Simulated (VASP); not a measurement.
Set up this calculation in VASP 6.6.1, as the native input.

```yaml
Task: single point
Functional: PBEsol
Potentials_or_basis: VASP PAW PBE potentials, release 64 (Ga_d)
Cutoff: 520 eV
k_mesh: 10 × 10 × 8
Occupations: fermi-dirac, width 0.05 eV
Spin: no spin polarisation
Dipole_correction: no
Further_INCAR_settings: ALGO = Normal; EDIFF = 1e-06; NBANDS = 20
```

The structure of Ga lies in POSCAR:

```
Ga
1.0
    1.2610273647     -3.8799606241      0.0000000000
    1.2610273647      3.8799606241      0.0000000000
    0.0000000000      0.0000000000      2.8104942868
Ga
2
Direct
    0.1327757048      0.8672242952      0.7500000000
    0.8672242952      0.1327757048      0.2500000000
```

These files were run (other wordings do the same):

INCAR

```
ALGO = Normal ; EDIFF = 1E-6
ENCUT = 520 ; GGA = PS
ISIF = 2 ; ISMEAR = -1
LASPH = T ; LCHARG = F
LREAL = F ; LWAVE = F
NBANDS = 20 ; NELM = 100
PREC = Accurate ; SIGMA = 0.05
```

KPOINTS

```
k-points
0
Gamma
  10 10 8
```

Potentials or basis: VASP PAW PBE potentials, release 64 (Ga_d).

Launch:

```sh
$ cat potpaw_PBE.64/Ga_d/POTCAR > POTCAR
$ mpirun -np 1 vasp_std > vasp.out
```

It gave:

| Quantity | Value |
| --- | --- |
| Pressure | 30.2 GPa |
| Largest force | 0.003 eV/Å |
| Band gap on the k mesh | zero (bands 13 and 14 overlap by 12.27 eV) |

Caveat: the cell stands under pressure; the PAW data sets were made with another functional, which shifts forces and pressure a little.

Wall time 75 s on 1 thread of Intel Xeon 8259CL (shared host), peak memory 0.21 GiB.
